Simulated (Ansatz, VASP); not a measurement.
Given: the input of a run of VASP 6.6.1 on CrN2.

File INCAR:

```
PREC     = Accurate       # precision mode
ENCUT    = 700            # plane-wave cutoff, eV
EDIFF    = 1E-6           # SCF threshold, eV
ISMEAR   = -1             # smearing method
SIGMA    = 0.05           # smearing width, eV
LREAL    = F              # projectors in reciprocal space
LASPH    = T              # aspherical terms in the spheres
NELM     = 200            # most SCF steps
ALGO     = Normal         # electronic algorithm
ISIF     = 2              # what is computed and relaxed
LWAVE    = F              # write WAVECAR
LCHARG   = T              # write CHGCAR
ISPIN    = 2              # spin polarisation
MAGMOM   = 2.25 2.25 0 0 0 0 # initial moments
LORBIT   = 11             # projections on sites
NUPDOWN  = 4.5            # fixed moment
LMAXMIX  = 4              # l up to which the mixer works
GGA      = PS             # functional
LELF     = T              # ELF
LVHAR    = T            
NBANDS   = 37             # bands
GGA_COMPAT= F
```

Contents of KPOINTS:

```
Automatic mesh
0
Gamma
  6 5 8
```

Contents of POSCAR:

```
CrN2
1.0
    3.9017860000      0.0000000000      0.0000000000
    0.0000000000      4.8095120000      0.0000000000
    0.0000000000      0.0000000000      2.7841700000
Cr N
2 4
Direct
    0.0000000000      0.0000000000      0.0000000000
    0.5000000000      0.5000000000      0.5000000000
    0.8661700000      0.5887750000      0.0000000000
    0.1338300000      0.4112250000      0.0000000000
    0.3661700000      0.9112250000      0.5000000000
    0.6338300000      0.0887750000      0.5000000000
```

Potentials or basis: VASP PAW PBE potentials, release 64 (Cr_sv, N).

Command:

```sh
$ cat potpaw_PBE.64/Cr_sv/POTCAR potpaw_PBE.64/N/POTCAR > POTCAR
$ mpirun -np 1 vasp_std > vasp.out
```

Problem. Set up the same calculation for Ansatz 0.2.0. Potentials there: Ansatz PAW.

Solution. As run (the cutoff follows the program's own potentials):

Contents of input.yaml:

```yaml
crystal:
  lattice:
    - [3.901786, 0.0, 0.0]
    - [0.0, 4.809512, 0.0]
    - [0.0, 0.0, 2.78417]
  atoms:
    - { symbol: Cr, position: [0.0, 0.0, 0.0], spin: 2.25 }
    - { symbol: Cr, position: [0.5, 0.5, 0.5], spin: 2.25 }
    - { symbol: "N", position: [0.86617, 0.588775, 0.0] }
    - { symbol: "N", position: [0.13383, 0.411225, 0.0] }
    - { symbol: "N", position: [0.36617, 0.911225, 0.5] }
    - { symbol: "N", position: [0.63383, 0.088775, 0.5] }
hamiltonian:
  xc: pbesol
  pseudopotentials: { kind: paw }
magnetization:
  spin_polarized: true
  initial_magnetization: 4.5
  spin_locking: { lock_magnetization: hard }
kpoints:
  mp_grid: { grid: [6, 5, 8] }
scf:
  occupations: { method: fermi_dirac, width: 0.05 }
  lower_state_search: "off"
output:
  forces: true
  stress: true
  eigenvalues: true
```

Potentials or basis: Ansatz PAW.

Run with:

```console
$ ansatz run input.yaml --threads 2 --pin off --max-ram 5632MiB --backend cpu --events-out ev --progress --plain --runs-dir out
```

Both were run:

|  | VASP | Ansatz | Ansatz less VASP |
| --- | --- | --- | --- |
| pressure (GPa) | -9.4 | -9.1 | +0.36 |
| traceless stress, the component that is largest in VASP (GPa) | -1.03 | -1.40 | -0.370 |
| rms of the force components (eV/Å) | 0.058 | 0.029 | -0.0297 |
| net moment per atom (μB) | 0.75 | 0.75 | 0.000 |
| size of the moment on the site where the two differ most (μB) | 2.10 | 1.94 | -0.155 |

VASP's potentials were made for PBE, not for PBEsol. Site moments also hang on the region over which each program counts them. Atom by atom the forces differ by 0.078 eV/Å (rms over components).
